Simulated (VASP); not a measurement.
# MoS2 (P6_3/mmc) in VASP: single point with r2SCAN

Aim: the single point of MoS2 with r2SCAN.

All numbers are computed with VASP 6.6.1; they aren't measurements. Logs are shortened: lines on timing, memory, paths and dates and some standing lists are left out, and cuts for length are marked.

## 1. The cell of the first run

It takes space group P6_3/mmc (No. 194, hexagonal). The conventional cell has a = 3.190 Å, b = 3.190 Å, c = 13.705 Å, α = 90.00°, β = 90.00°, γ = 120.00°. Within 3.2 Å of Mo (site symmetry -6m2) lie 6 S at 2.41 Å and 6 Mo at 3.19 Å. Within 3.2 Å of S (site symmetry 3m) lie 3 Mo at 2.41 Å and 7 S at 3.10 to 3.19 Å.

## 2. Single point, r2SCAN (20.13 Å³/atom)

The input, POSCAR:

```
MoS2
1.0
    3.1900082353      0.0000000000      0.0000000000
   -1.5950041176      2.7626281700      0.0000000000
    0.0000000000      0.0000000000     13.7048504587
Mo S
2 4
Direct
    0.3333333333      0.6666666667      0.2500000000
    0.6666666667      0.3333333333      0.7500000000
    0.3333333333      0.6666666667      0.6367546933
    0.6666666667      0.3333333333      0.1367546933
    0.3333333333      0.6666666667      0.8632453067
    0.6666666667      0.3333333333      0.3632453067
```

The input, INCAR.step1:

```
SYSTEM = MoS2
PREC = Accurate
ENCUT = 520
ISMEAR = 0
SIGMA = 0.02
LREAL = .False.
LASPH = .True.
NELM = 100
NBANDS = 35
GGA = PE
ALGO = Normal
EDIFF = 1E-4
LWAVE = .True.
LCHARG = .False.
```

The input, INCAR.step2:

```
SYSTEM = MoS2
PREC = Accurate
ENCUT = 520
EDIFF = 1E-6
ISMEAR = 0
SIGMA = 0.02
LREAL = .False.
LASPH = .True.
NELM = 100
ALGO = Normal
ISIF = 2
LWAVE = .False.
LCHARG = .False.
METAGGA = R2SCAN
LMIXTAU = .True.
NBANDS = 35
ISTART = 1
```

The input, KPOINTS:

```
regular mesh
0
Gamma
  12 12 4
  0 0 0
```

Potentials or basis: VASP PAW PBE potentials, release 64 (Mo_sv, S).

The run is started by

```
$ cat potpaw_PBE.64/Mo_sv/POTCAR potpaw_PBE.64/S/POTCAR > POTCAR
$ cp INCAR.step1 INCAR
$ mpirun -np 1 vasp_std > vasp.out
$ cp INCAR.step2 INCAR
$ mpirun -np 1 vasp_std > vasp.out
```

OUTCAR:

```text
SYSTEM = MoS2
   PREC = Accurate
   ENCUT = 520
   EDIFF = 1E-6
   ISMEAR = 0
   LREAL = .False.
   LASPH = .True.
   NELM = 100
   ISIF = 2
   METAGGA = R2SCAN
   ISTART = 1

 ion  position               nearest neighbor table
   1  0.333  0.667  0.250-   4 2.41   6 2.41   4 2.41   6 2.41   4 2.41   6 2.41
   2  0.667  0.333  0.750-   3 2.41   5 2.41   3 2.41   5 2.41   3 2.41   5 2.41
   3  0.333  0.667  0.637-   2 2.41   2 2.41   2 2.41
   4  0.667  0.333  0.137-   1 2.41   1 2.41   1 2.41
   5  0.333  0.667  0.863-   2 2.41   2 2.41   2 2.41
   6  0.667  0.333  0.363-   1 2.41   1 2.41   1 2.41

  LATTYP: Found a hexagonal cell.
 ALAT       =     3.1900082353
 C/A-ratio  =     4.2961802754

  Lattice vectors:

 A1 = (   3.1900082353,   0.0000000000,   0.0000000000)
 A2 = (  -1.5950041176,   2.7626281700,   0.0000000000)
 A3 = (   0.0000000000,   0.0000000000,  13.7048504587)

Analysis of symmetry for initial positions (statically):
=====================================================================
 Subroutine PRICEL returns:
 Original cell was already a primitive cell.

 Routine SETGRP: Setting up the symmetry group for a
 hexagonal supercell.

 Subroutine GETGRP returns: Found 24 space group operations
 (whereof 12 operations were pure point group operations)
 out of a pool of 24 trial point group operations.

The static configuration has the point symmetry D_3d.
 The point group associated with its full space group is D_6h.

Analysis of symmetry for dynamics (positions and initial velocities):
=====================================================================
 Subroutine PRICEL returns:
 Original cell was already a primitive cell.

 Routine SETGRP: Setting up the symmetry group for a
 hexagonal supercell.

 Subroutine GETGRP returns: Found 24 space group operations
 (whereof 12 operations were pure point group operations)
 out of a pool of 24 trial point group operations.

The dynamic configuration has the point symmetry D_3d.
 The point group associated with its full space group is D_6h.

 Subroutine INISYM returns: Found 24 space group operations
 (whereof 12 operations are pure point group operations),
 and found     1 'primitive' translations

----------------------------------------------------------------------------------------

                                     Primitive cell

  volume of cell :     120.7782

  direct lattice vectors                    reciprocal lattice vectors
     3.190008235  0.000000000  0.000000000     0.313478815  0.180987078  0.000000000
    -1.595004118  2.762628170  0.000000000     0.000000000  0.361974156  0.000000000
     0.000000000  0.000000000 13.704850459     0.000000000  0.000000000  0.072966867

  length of vectors
     3.190008235  3.190008235 13.704850459     0.361974156  0.361974156  0.072966867

  position of ions in fractional coordinates (direct lattice)
     0.333333333  0.666666667  0.250000000
     0.666666667  0.333333333  0.750000000
     0.333333333  0.666666667  0.636754693
     0.666666667  0.333333333  0.136754693
     0.333333333  0.666666667  0.863245307
     0.666666667  0.333333333  0.363245307

  ion indices of the primitive-cell ions
   primitive index   ion index
                 1           1
                 2           2
                 3           3
                 4           4
                 5           5
                 6           6

----------------------------------------------------------------------------------------

 KPOINTS: regular mesh

Automatic generation of k-mesh.
 Grid dimensions read from file:
 generate k-points for:   12   12    4

 Generating k-lattice:

  Cartesian coordinates                     Fractional coordinates (reciprocal lattice)
     0.026123235  0.015082256  0.000000000     0.083333333  0.000000000  0.000000000
     0.000000000  0.030164513  0.000000000     0.000000000  0.083333333  0.000000000
     0.000000000  0.000000000  0.018241717     0.000000000  0.000000000  0.250000000

  Length of vectors
     0.030164513  0.030164513  0.018241717

  Shift w.r.t. Gamma in fractional coordinates (k-lattice)
     0.000000000  0.000000000  0.000000000

 Subroutine IBZKPT returns following result:
 ===========================================

 Found     57 irreducible k-points:

 Following reciprocal coordinates:
            Coordinates               Weight
  0.000000  0.000000  0.000000      1.000000
  0.083333  0.000000  0.000000      6.000000
  0.166667 -0.000000  0.000000      6.000000
  0.250000  0.000000  0.000000      6.000000
  0.333333 -0.000000  0.000000      6.000000
  0.416667  0.000000  0.000000      6.000000
[... 16 lines left out ...]
  0.250000  0.000000  0.250000     12.000000
  0.333333 -0.000000  0.250000     12.000000
 [... further k-points ...]
   k-points           NKPTS =     57   k-points in BZ     NKDIM =     57   number of bands    NBANDS=     35
   number of dos      NEDOS =    301   number of ions     NIONS =      6
   total plane-waves  NPLWV =  62208
   dimension x,y,z NGX =    24 NGY =   24 NGZ =  108
   dimension x,y,z NGXF=    48 NGYF=   48 NGZF=  216
   ions per type =               2   4
   NGX,Y,Z   is equivalent  to a cutoff of  12.51, 12.51, 13.10 a.u.
   NGXF,Y,Z  is equivalent  to a cutoff of  25.01, 25.01, 26.20 a.u.
 SYSTEM =  MoS2
   PREC   = accura    normal or accurate (medium, high low for compatibility)
   ISTART =      1    job   : 0-new  1-cont  2-samecut
   ICHARG =      0    charge: 1-file 2-atom 10-const
   ISPIN  =      1    spin polarized calculation?
   LNONCOLLINEAR =      F non collinear calculations
   LSORBIT =      F    spin-orbit coupling
   LASPH  =      T    aspherical Exc in radial PAW
   ENCUT  =  520.0 eV  38.22 Ry    6.18 a.u.   5.93  5.93 25.48*2*pi/ulx,y,z
   NELM   =    100;   NELMIN=  2; NELMDL=  0     # of ELM steps
   EDIFF  = 0.1E-05   stopping-criterion for ELM
   LREAL  =      F    real-space projection
   EDIFFG = 0.1E-04   stopping-criterion for IOM
   NSW    =      0    number of steps for IOM
   IBRION =     -1    ionic relax: 0-MD 1-quasi-New 2-CG
   NFREE  =      0    steps in history (QN), initial steepest desc. (CG)
   ISIF   =      2    stress and relaxation
   ISYM   =      2    0-nonsym 1-usesym 2-fastsym
   POTIM  = 0.5000    time-step for ionic-motion
   TEBEG  =    0.0;   TEEND  =   0.0 temperature during run
   PSTRESS=    0.0 pullay stress
   NELECT =      52.0000    total number of electrons
   NUPDOWN=      -1.0000    fix difference up-down
   EMIN   =  10.00;   EMAX   =-10.00  energy-range for DOS
   EFERMI =   0.00;   METHOD = LEGACY
   ISMEAR =     0;   SIGMA  =   0.02  broadening in eV -4-tet -1-fermi 0-gaus
   EFERMI_NEDOS =   21; number of points for ismear=-14 and -15
   IALGO  =     38    algorithm
   IMIX   =      4    mixing-type and parameters
     AMIX     =   0.40;   BMIX     =  1.00
     AMIX_MAG =   1.60;   BMIX_MAG =  1.00
  volume/ion in A,a.u.               =      20.13       135.84
  Fermi-wavevector in a.u.,A,eV,Ry     =   1.236174  2.336031 20.791434  1.528127
  Thomas-Fermi vector in A             =   2.370794
   LORBIT       =      0    0 simple, 1 ext, 2 COOP (PROOUT), +10 PAW based schemes
   METAGGA = R2SCAN    functional components
   LHFCALC =     F    Hartree Fock is set to
   AEXX    =    0.0000 exact exchange contribution
   IVDW    =     0    specifies the selected vdW correction
   LEPSILON=     F    determine dielectric tensor
   LRPA    =     F    only Hartree local field effects (RPA)
 non-spin polarized calculation
 Gauss-broadening in eV      SIGMA  =   0.02
  energy-cutoff  :      520.00
  volume of cell :      120.78
 maximum number of plane-waves:      3282
 NGX is ok and might be reduce to    24
   NGX = 11   NGY = 11   NGZ = 51

 number of electron      52.0000002 magnetization

 Free energy of the ion-electron system (eV)
  ---------------------------------------------------
  ext. energy  EPLUGINS =         0.00000000
  ---------------------------------------------------
  free energy    TOTEN  =       -90.07137274 eV

  energy without entropy =      -90.07137274  energy(sigma->0) =      -90.07137274

 E-fermi :   5.8404     XC(G=0): -10.6054

 val. band max:        5.6560369132   @ k =   0.0000   0.0000   0.0000
 cond. band min:       6.9549610305   @ k =   0.3333   0.3333   0.0000
 fundamental gap:      1.2989241173
 Fermi energy:         5.8404392934

 k-point     1 :       0.0000    0.0000    0.0000
  band No.  band energies     occupation
      1     -57.5828      2.00000
      2     -57.5828      2.00000
      3     -30.9905      2.00000
      4     -30.9905      2.00000
      5     -30.7891      2.00000
      6     -30.7891      2.00000
[... 27 lines left out ...]
     34       8.4355      0.00000
     35      11.8014      0.00000

 k-point     2 :       0.0833    0.0000    0.0000
  band No.  band energies     occupation
      1     -57.5802      2.00000
      2     -57.5802      2.00000
      3     -30.9851      2.00000
      4     -30.9851      2.00000
      5     -30.8160      2.00000
      6     -30.8159      2.00000
[... 27 lines left out ...]
     34       8.3514      0.00000
     35      12.2665      0.00000

 k-point     3 :       0.1667   -0.0000    0.0000
  band No.  band energies     occupation
      1     -57.5728      2.00000
      2     -57.5728      2.00000
      3     -30.9703      2.00000
      4     -30.9703      2.00000
      5     -30.8888      2.00000
      6     -30.8888      2.00000
[... 27 lines left out ...]
     34       8.7922      0.00000
     35      13.0506      0.00000
[... 723 lines left out ...]
 k-point    23 :       0.2500    0.0000    0.2500
  band No.  band energies     occupation
      1     -57.5627      2.00000
      2     -57.5627      2.00000
      3     -30.9871      2.00000
      4     -30.9871      2.00000
      5     -30.9501      2.00000
      6     -30.9501      2.00000
[... 27 lines left out ...]
     34       9.2473      0.00000
     35      13.3557      0.00000

 k-point    24 :       0.3333   -0.0000    0.2500
  band No.  band energies     occupation
      1     -57.5526      2.00000
      2     -57.5526      2.00000
      3     -31.0839      2.00000
      4     -31.0839      2.00000
      5     -30.9299      2.00000
      6     -30.9299      2.00000
[... 27 lines left out ...]
     34       9.5891      0.00000
     35      13.1418      0.00000

 [... further k-points ...]
[... 5 lines left out ...]
  --------------------------------------------------------------------------------------
  -------------------------------------------------------------------------------------
  Total       -0.3902649     -0.3902649     -0.4253983     -0.0000000      0.0000000      0.0000000
  in kB       -5.1770404     -5.1770404     -5.6431006     -0.0000000      0.0000000      0.0000000
  external PRESSURE =      -5.3323938 kB  Pullay stress =       0.0000000 kB

 VOLUME and BASIS-vectors are now :
 -----------------------------------------------------------------------------
  energy-cutoff  :      520.00
  volume of cell :      120.78
      direct lattice vectors                 reciprocal lattice vectors
     3.190008235  0.000000000  0.000000000     0.313478815  0.180987078  0.000000000
    -1.595004118  2.762628170  0.000000000     0.000000000  0.361974156  0.000000000
     0.000000000  0.000000000 13.704850459     0.000000000  0.000000000  0.072966867

 POSITION                                       TOTAL-FORCE (eV/Angst)
 -----------------------------------------------------------------------------------
     -0.00000      1.84175      3.42621         0.000000      0.000000      0.000000
      1.59500      0.92088     10.27864        -0.000000     -0.000000      0.000000
     -0.00000      1.84175      8.72663        -0.000000      0.000000     -0.002509
      1.59500      0.92088      1.87420         0.000000      0.000000     -0.002509
     -0.00000      1.84175     11.83065        -0.000000      0.000000      0.002509
      1.59500      0.92088      4.97822         0.000000      0.000000      0.002509
 -----------------------------------------------------------------------------------
    total drift:                                0.000000     -0.000000      0.000000

  FREE ENERGIE OF THE ION-ELECTRON SYSTEM (eV)
  ---------------------------------------------------
  free  energy   TOTEN  =       -90.0713727442 eV

  energy  without entropy=      -90.0713727442  energy(sigma->0) =      -90.07137274
```

Wall time 28 min (1 thread of Oxide Virtual Turin-like, shared host); peak memory 0.34 GiB.

Results:

- Free energy: -90.0714 eV
- Pressure: -0.5 GPa
- Band gap on the k mesh: 1.30 eV (least direct gap 1.73 eV)

Forces on the atoms (eV/Å):
```
Mo   0.000  0.000  0.000
Mo   0.000  0.000  0.000
S    0.000  0.000 -0.003
S    0.000  0.000 -0.003
S    0.000  0.000  0.003
S    0.000  0.000  0.003
```

Caveat: the PAW data sets were made with another functional, which shifts forces and pressure a little. A k mesh can miss the band edges.
